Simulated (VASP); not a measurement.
# C in VASP: a series of runs

Runs on C. Level: PBE+D3(BJ). Tasks: single point.

Program: VASP 6.6.1. These are calculated values, not measurements. Logs are shortened: lines on timing, memory, paths and dates and some standing lists are left out, and cuts for length are marked.

## 1. The cell of the first run

The cell holds a slab with vacuum, 4 atoms: a = 2.466 Å, b = 2.466 Å, c = 17.500 Å, α = 90.00°, β = 90.00°, γ = 120.00°.

## 2. Single point, PBE+D3(BJ)

INCAR

```
SYSTEM = C
PREC = Accurate
ENCUT = 520
EDIFF = 1E-6
ISMEAR = 0
SIGMA = 0.1
LREAL = .False.
LASPH = .True.
NELM = 60
ALGO = Normal
ISIF = 2
LWAVE = .False.
LCHARG = .True.
LDIPOL = .True.
IDIPOL = 3
DIPOL = 0.5 0.5 0.335
GGA = PE
IVDW = 12
LELF = .True.
LVHAR = .True.
LVACPOTAV = .True.
NBANDS = 16
```

KPOINTS

```
regular mesh
0
Gamma
  15 15 1
  0 0 0
```

POSCAR

```
C
1.0
    2.4656524409      0.0000000000      0.0000000000
   -1.2328262205      2.1353176507      0.0000000000
    0.0000000000      0.0000000000     17.5000663885
C
4
Direct
    0.6666666667      0.3333333333      0.2571437784
    0.3333333333      0.6666666667      0.2571418816
    1.0000000000      0.3333333333      0.4120022306
    1.3333333333      0.0000000000      0.4120003338
```

Potentials or basis: VASP PAW PBE potentials, release 64 (C).

On the command line:

```sh
cat potpaw_PBE.64/C/POTCAR > POTCAR
mpirun -np 1 vasp_std > vasp.out
```

OUTCAR:

```text
SYSTEM = C
   PREC = Accurate
   ENCUT = 520
   EDIFF = 1E-6
   ISMEAR = 0
   LREAL = .False.
   LASPH = .True.
   NELM = 60
   ISIF = 2
   GGA = PE
   IVDW = 12
 IVDW          = 12

 ion  position               nearest neighbor table
   1  0.667  0.333  0.257-   2 1.42   2 1.42   2 1.42
   2  0.333  0.667  0.257-   1 1.42   1 1.42   1 1.42
   3  0.000  0.333  0.412-   4 1.42   4 1.42   4 1.42
   4  0.333  0.000  0.412-   3 1.42   3 1.42   3 1.42

  LATTYP: Found a hexagonal cell.
 ALAT       =     2.4656524409
 C/A-ratio  =     7.0975398228

  Lattice vectors:

 A1 = (   2.4656524409,   0.0000000000,   0.0000000000)
 A2 = (  -1.2328262205,   2.1353176507,   0.0000000000)
 A3 = (   0.0000000000,   0.0000000000,  17.5000663885)

Analysis of symmetry for initial positions (statically):
=====================================================================
 Subroutine PRICEL returns:
 Original cell was already a primitive cell.

 Routine SETGRP: Setting up the symmetry group for a
 hexagonal supercell.

 Subroutine GETGRP returns: Found  4 space group operations
 (whereof  2 operations were pure point group operations)
 out of a pool of 24 trial point group operations.

The static configuration has the point symmetry C_1h.
 The point group associated with its full space group is C_2h.

Analysis of symmetry for dynamics (positions and initial velocities):
=====================================================================
 Subroutine PRICEL returns:
 Original cell was already a primitive cell.

 Routine SETGRP: Setting up the symmetry group for a
 hexagonal supercell.

 Subroutine GETGRP returns: Found  4 space group operations
 (whereof  2 operations were pure point group operations)
 out of a pool of 24 trial point group operations.

The dynamic configuration has the point symmetry C_1h.
 The point group associated with its full space group is C_2h.

 Subroutine INISYM returns: Found  4 space group operations
 (whereof  2 operations are pure point group operations),
 and found     1 'primitive' translations

----------------------------------------------------------------------------------------

                                     Primitive cell

  volume of cell :      92.1370

  direct lattice vectors                    reciprocal lattice vectors
     2.465652441  0.000000000  0.000000000     0.405572166  0.234157199  0.000000000
    -1.232826221  2.135317651  0.000000000     0.000000000  0.468314398  0.000000000
     0.000000000  0.000000000 17.500066388     0.000000000  0.000000000  0.057142640

  length of vectors
     2.465652441  2.465652441 17.500066388     0.468314398  0.468314398  0.057142640

  position of ions in fractional coordinates (direct lattice)
     0.666666667  0.333333333  0.257143778
     0.333333333  0.666666667  0.257141882
     0.000000000  0.333333333  0.412002231
     0.333333333  0.000000000  0.412000334

  ion indices of the primitive-cell ions
   primitive index   ion index
                 1           1
                 2           2
                 3           3
                 4           4

----------------------------------------------------------------------------------------

 KPOINTS: regular mesh

Automatic generation of k-mesh.
 Grid dimensions read from file:
 generate k-points for:   15   15    1

 Generating k-lattice:

  Cartesian coordinates                     Fractional coordinates (reciprocal lattice)
     0.027038144  0.015610480  0.000000000     0.066666667  0.000000000  0.000000000
     0.000000000  0.031220960  0.000000000     0.000000000  0.066666667  0.000000000
     0.000000000  0.000000000  0.057142640     0.000000000  0.000000000  1.000000000

  Length of vectors
     0.031220960  0.031220960  0.057142640

  Shift w.r.t. Gamma in fractional coordinates (k-lattice)
     0.000000000  0.000000000  0.000000000

 Subroutine IBZKPT returns following result:
 ===========================================

 Found     64 irreducible k-points:

 Following reciprocal coordinates:
            Coordinates               Weight
  0.000000  0.000000  0.000000      1.000000
  0.066667  0.000000  0.000000      4.000000
 -0.066667  0.066667  0.000000      2.000000
  0.133333  0.000000  0.000000      4.000000
 -0.133333  0.133333  0.000000      2.000000
  0.200000  0.000000  0.000000      4.000000
[... 16 lines left out ...]
 -0.266667  0.200000  0.000000      4.000000
  0.266667  0.066667  0.000000      4.000000
 [... further k-points ...]
   k-points           NKPTS =     64   k-points in BZ     NKDIM =     64   number of bands    NBANDS=     16
   number of dos      NEDOS =    301   number of ions     NIONS =      4
   total plane-waves  NPLWV =  45360
   dimension x,y,z NGX =    18 NGY =   18 NGZ =  140
   dimension x,y,z NGXF=    36 NGYF=   36 NGZF=  280
   ions per type =               4
   NGX,Y,Z   is equivalent  to a cutoff of  12.14, 12.14, 13.30 a.u.
   NGXF,Y,Z  is equivalent  to a cutoff of  24.27, 24.27, 26.60 a.u.
 SYSTEM =  C
   PREC   = accura    normal or accurate (medium, high low for compatibility)
   ISTART =      0    job   : 0-new  1-cont  2-samecut
   ICHARG =      2    charge: 1-file 2-atom 10-const
   ISPIN  =      1    spin polarized calculation?
   LNONCOLLINEAR =      F non collinear calculations
   LSORBIT =      F    spin-orbit coupling
   LASPH  =      T    aspherical Exc in radial PAW
   ENCUT  =  520.0 eV  38.22 Ry    6.18 a.u.   4.58  4.58 32.54*2*pi/ulx,y,z
   NELM   =     60;   NELMIN=  2; NELMDL= -5     # of ELM steps
   EDIFF  = 0.1E-05   stopping-criterion for ELM
   LREAL  =      F    real-space projection
   EDIFFG = 0.1E-04   stopping-criterion for IOM
   NSW    =      0    number of steps for IOM
   IBRION =     -1    ionic relax: 0-MD 1-quasi-New 2-CG
   NFREE  =      0    steps in history (QN), initial steepest desc. (CG)
   ISIF   =      2    stress and relaxation
   ISYM   =      2    0-nonsym 1-usesym 2-fastsym
   POTIM  = 0.5000    time-step for ionic-motion
   TEBEG  =    0.0;   TEEND  =   0.0 temperature during run
   PSTRESS=    0.0 pullay stress
   NELECT =      16.0000    total number of electrons
   NUPDOWN=      -1.0000    fix difference up-down
   EMIN   =  10.00;   EMAX   =-10.00  energy-range for DOS
   EFERMI =   0.00;   METHOD = LEGACY
   ISMEAR =     0;   SIGMA  =   0.10  broadening in eV -4-tet -1-fermi 0-gaus
   EFERMI_NEDOS =   21; number of points for ismear=-14 and -15
   IALGO  =     38    algorithm
   IMIX   =      4    mixing-type and parameters
     AMIX     =   0.40;   BMIX     =  1.00
     AMIX_MAG =   1.60;   BMIX_MAG =  1.00
  volume/ion in A,a.u.               =      23.03       155.44
  Fermi-wavevector in a.u.,A,eV,Ry     =   0.913349  1.725980 11.350070  0.834207
  Thomas-Fermi vector in A             =   2.037850
   LORBIT       =      0    0 simple, 1 ext, 2 COOP (PROOUT), +10 PAW based schemes
   GGA     = PE    functional components
   LHFCALC =     F    Hartree Fock is set to
   AEXX    =    0.0000 exact exchange contribution
   IVDW    =    12    specifies the selected vdW correction
   LEPSILON=     F    determine dielectric tensor
   LRPA    =     F    only Hartree local field effects (RPA)
 non-spin polarized calculation
 Gauss-broadening in eV      SIGMA  =   0.10
  energy-cutoff  :      520.00
  volume of cell :       92.14
 maximum number of plane-waves:      2516
   NGX =  9   NGY =  9   NGZ = 65

 dipolmoment           0.000000      0.000000      0.000079 electrons x Angstroem

 number of electron      15.9999996 magnetization

 dipolmoment           0.000000      0.000000     -0.000131 electrons x Angstroem

 Free energy of the ion-electron system (eV)
  ---------------------------------------------------
  ext. energy  EPLUGINS =         0.00000000
  ---------------------------------------------------
  free energy    TOTEN  =       -36.55803355 eV

  energy without entropy =      -36.55802437  energy(sigma->0) =      -36.55802896

 E-fermi :  -0.8258     XC(G=0):  -4.2867

 val. band max:       -1.0578858874   @ k =   0.4000   0.3333   0.0000
 cond. band min:      -0.5936772881   @ k =   0.3333   0.2667   0.0000
 fundamental gap:      0.4642085993
 Fermi energy:        -0.8257816754

 k-point     1 :       0.0000    0.0000    0.0000
  band No.  band energies     occupation
      1     -20.8030      2.00000
      2     -20.1404      2.00000
      3      -9.6654      2.00000
      4      -7.2040      2.00000
      5      -3.9852      2.00000
      6      -3.9838      2.00000
[... 8 lines left out ...]
     15       7.3185      0.00000
     16       7.4419      0.00000

 k-point     2 :       0.0667    0.0000    0.0000
  band No.  band energies     occupation
      1     -20.6961      2.00000
      2     -20.0367      2.00000
      3      -9.5377      2.00000
      4      -7.0838      2.00000
      5      -4.4235      2.00000
      6      -4.3382      2.00000
[... 8 lines left out ...]
     15       7.4690      0.00000
     16       7.8084      0.00000

 k-point     3 :      -0.0667    0.0667    0.0000
  band No.  band energies     occupation
      1     -20.6962      2.00000
      2     -20.0367      2.00000
      3      -9.5382      2.00000
      4      -7.0832      2.00000
      5      -4.4243      2.00000
      6      -4.3319      2.00000
[... 8 lines left out ...]
     15       7.4543      0.00000
     16       7.7734      0.00000
[... 362 lines left out ...]
 k-point    23 :      -0.2667    0.2000    0.0000
  band No.  band energies     occupation
      1     -19.4240      2.00000
      2     -18.8018      2.00000
      3      -8.1061      2.00000
      4      -7.9900      2.00000
      5      -7.8228      2.00000
      6      -6.1550      2.00000
[... 8 lines left out ...]
     15       7.6380      0.00000
     16       7.6916      0.00000

 k-point    24 :       0.2667    0.0667    0.0000
  band No.  band energies     occupation
      1     -18.5857      2.00000
      2     -17.9916      2.00000
      3      -9.8263      2.00000
      4      -9.4927      2.00000
      5      -7.0523      2.00000
      6      -6.8259      2.00000
[... 8 lines left out ...]
     15       7.5006      0.00000
     16       8.5673      0.00000

 [... further k-points ...]

------------------------ aborting loop because EDIFF is reached ----------------------------------------

 Edisp (eV)   -0.54531

 E8    (eV) :    -0.1667

  FORCE on cell =-STRESS in cart. coord.  units (eV):
  Direction    XX          YY          ZZ          XY          YZ          ZX
  --------------------------------------------------------------------------------------
  -------------------------------------------------------------------------------------
  Total      -0.10973     0.02288     2.70082     0.11485    -0.39918    -0.23046
  in kB      -1.90816     0.39785    46.96469     1.99706    -6.94131    -4.00757
  external pressure =       15.15 kB  Pullay stress =        0.00 kB

 VOLUME and BASIS-vectors are now :
 -----------------------------------------------------------------------------
  energy-cutoff  :      520.00
  volume of cell :       92.14
      direct lattice vectors                 reciprocal lattice vectors
     2.465652441  0.000000000  0.000000000     0.405572166  0.234157199  0.000000000
    -1.232826221  2.135317651  0.000000000     0.000000000  0.468314398  0.000000000
     0.000000000  0.000000000 17.500066388     0.000000000  0.000000000  0.057142640

 POSITION                                       TOTAL-FORCE (eV/Angst)
 -----------------------------------------------------------------------------------
      1.23283      0.71177      4.50003         0.055609      0.066083     -0.502787
     -0.00000      1.42355      4.50000         0.029425      0.081200     -0.502787
     -0.41094      0.71177      7.21007        -0.055609     -0.066083      0.502787
      0.82188      0.00000      7.21003        -0.029425     -0.081200      0.502787
 -----------------------------------------------------------------------------------
    total drift:                                0.000034     -0.000030     -0.029708

  FREE ENERGIE OF THE ION-ELECTRON SYSTEM (eV)
  ---------------------------------------------------
  free  energy   TOTEN  =       -37.1033405488 eV

  energy  without entropy=      -37.1033313722  energy(sigma->0) =      -37.10333596

 vacuum level on the upper side and lower side of the slab         3.481         3.485
```

Wall time 89 s (1 thread of Intel Xeon Platinum 8375C at 2.90GHz (Ice Lake), shared host); peak memory 0.23 GiB.

What came out:

```yaml
Free_energy: -37.1033 eV
Largest_force: 0.510 eV/Å
Band_gap_on_the_k_mesh: 0.46 eV, indirect (least direct gap 0.69 eV)
Dispersion_energy_per_atom: -0.136 eV
```

Forces in eV/Å, atoms in the order of the input:
```
C    0.056  0.066 -0.503
C    0.029  0.081 -0.503
C   -0.056 -0.066  0.503
C   -0.029 -0.081  0.503
```

Levels at points of the mesh, in eV from the valence-band top:
```
           k point  band 4  band 5  band 6  band 7  band 8  band 9  band 10  band 11  band 12  band 13
(0.00, 0.00, 0.00)   -6.15   -2.93   -2.93   -2.86   -2.86    3.78     4.17     5.07     6.64     7.68
```

## 3. Single point, PBE+D3(BJ)

INCAR

```
SYSTEM = C
PREC = Accurate ; ENCUT = 520
EDIFF = 1E-6 ; ISMEAR = 0
SIGMA = 0.1 ; LREAL = .FALSE.
LASPH = .TRUE. ; NELM = 80
ALGO = Normal ; ISIF = 2
LWAVE = .FALSE. ; LCHARG = .FALSE.
LDIPOL = .TRUE. ; IDIPOL = 3
DIPOL = 0.5 0.5 0.349 ; GGA = PE
IVDW = 12 ; NBANDS = 16
```

KPOINTS

```
Automatic mesh
0
G
  15 15 1
  0 0 0
```

Changes to POSCAR since step 2:

```diff
@@ -10,3 +10,3 @@
     0.3333333333      0.6666666667      0.2571418816
-    1.0000000000      0.3333333333      0.4120022306
-    1.3333333333      0.0000000000      0.4120003338
+    1.0000000000      0.3333333333      0.4417164036
+    1.3333333333      0.0000000000      0.4417145068
```

Potentials or basis: VASP PAW PBE potentials, release 64 (C).

On the command line:

```sh
cat potpaw_PBE.64/C/POTCAR > POTCAR
mpirun -np 1 vasp_std > vasp.out
```

Run time: 91 s. Hardware: 1 thread of Intel Xeon Platinum 8375C at 2.90GHz (Ice Lake), shared host; peak memory 0.23 GiB.

Results (log left out):

```
Free energy                : -37.3369 eV
Largest force              : 0.057 eV/Å
Band gap on the k mesh     : 0.48 eV, direct
Dispersion energy per atom : -0.123 eV
```

Forces in eV/Å, atoms in the order of the input:
```
C    0.010  0.013 -0.054
C    0.007  0.015 -0.054
C   -0.010 -0.013  0.054
C   -0.007 -0.015  0.054
```

Levels at points of the mesh, in eV from the valence-band top:
| k point | band 4 | band 5 | band 6 | band 7 | band 8 | band 9 | band 10 | band 11 | band 12 | band 13 |
| --- | --- | --- | --- | --- | --- | --- | --- | --- | --- | --- |
| (0.00, 0.00, 0.00) | -6.76 | -2.79 | -2.79 | -2.77 | -2.77 | 3.70 | 4.14 | 5.07 | 6.77 | 7.17 |

## 4. Single point, PBE+D3(BJ)

INCAR

```
ALGO = Normal
DIPOL = 0.5 0.5 0.369
EDIFF = 1E-6
ENCUT = 520
GGA = PE
IDIPOL = 3
ISIF = 2
ISMEAR = 0
IVDW = 12
LASPH = T
LCHARG = F
LDIPOL = T
LREAL = F
LWAVE = F
NBANDS = 16
NELM = 80
PREC = Accurate
SIGMA = 0.1
```

KPOINTS

```
k-points
0
Gamma
  15 15 1
```

Changes to POSCAR since step 3:

```diff
@@ -10,3 +10,3 @@
     0.3333333333      0.6666666667      0.2571418816
-    1.0000000000      0.3333333333      0.4417164036
-    1.3333333333      0.0000000000      0.4417145068
+    1.0000000000      0.3333333333      0.4805733991
+    1.3333333333      0.0000000000      0.4805715023
```

On the command line:

```sh
cat potpaw_PBE.64/C/POTCAR > POTCAR
mpirun -np 1 vasp_std > vasp.out
```

It took 90 s on 1 thread of Intel Xeon Platinum 8375C at 2.90GHz (Ice Lake), shared host; peak memory 0.23 GiB.

The run converged. Its results:

* Free energy: -37.3307 eV
* Largest force: 0.027 eV/Å
* Band gap on the k mesh: 0.14 eV, direct
* Dispersion energy per atom: -0.108 eV

Forces in eV/Å, atoms in the order of the input:
```
C    0.001  0.001  0.027
C    0.001  0.001  0.027
C   -0.001 -0.001 -0.027
C   -0.001 -0.001 -0.027
```

Levels at points of the mesh, in eV from the valence-band top:
```csv
k point,band 6,band 7,band 8,band 9,band 10,band 11
"(0.00, 0.00, 0.00)",-2.97,-2.97,-2.97,3.35,3.88,4.68
```

## 5. Single point, PBE+D3(BJ)

INCAR

```
PREC = Accurate
ENCUT = 520
EDIFF = 1E-6
ISMEAR = 0
SIGMA = 0.1
LREAL = False
LASPH = True
NELM = 100
ALGO = Normal
ISIF = 2
LWAVE = False
LCHARG = False
LDIPOL = True
IDIPOL = 3
DIPOL = 0.5 0.5 0.342
GGA = PE
IVDW = 12
NBANDS = 16
```

KPOINTS

```
regular mesh
0
Gamma
  15 15 1
```

Changes to POSCAR since step 4:

```diff
@@ -10,3 +10,3 @@
     0.3333333333      0.6666666667      0.2571418816
-    1.0000000000      0.3333333333      0.4805733991
-    1.3333333333      0.0000000000      0.4805715023
+    1.0000000000      0.3333333333      0.4274307435
+    1.3333333333      0.0000000000      0.4274288467
```

On the command line:

```sh
cat potpaw_PBE.64/C/POTCAR > POTCAR
mpirun -np 1 vasp_std > vasp.out
```

Wall time 96 s (1 thread of Intel Xeon Platinum 8375C at 2.90GHz (Ice Lake), shared host); peak memory 0.23 GiB.

It converged, with:

```yaml
Free_energy: -37.2803 eV
Largest_force: 0.194 eV/Å
Band_gap_on_the_k_mesh: 0.73 eV, direct
Dispersion_energy_per_atom: -0.130 eV
```

Forces on the atoms (eV/Å):
```
C    0.023  0.031 -0.190
C    0.016  0.035 -0.190
C   -0.023 -0.031  0.190
C   -0.016 -0.035  0.190
```

Levels at points of the mesh, in eV from the valence-band top:
| k point | band 6 | band 7 | band 8 | band 9 | band 10 | band 11 |
| --- | --- | --- | --- | --- | --- | --- |
| (0.00, 0.00, 0.00) | -2.65 | -2.62 | -2.62 | 3.93 | 4.34 | 5.26 |
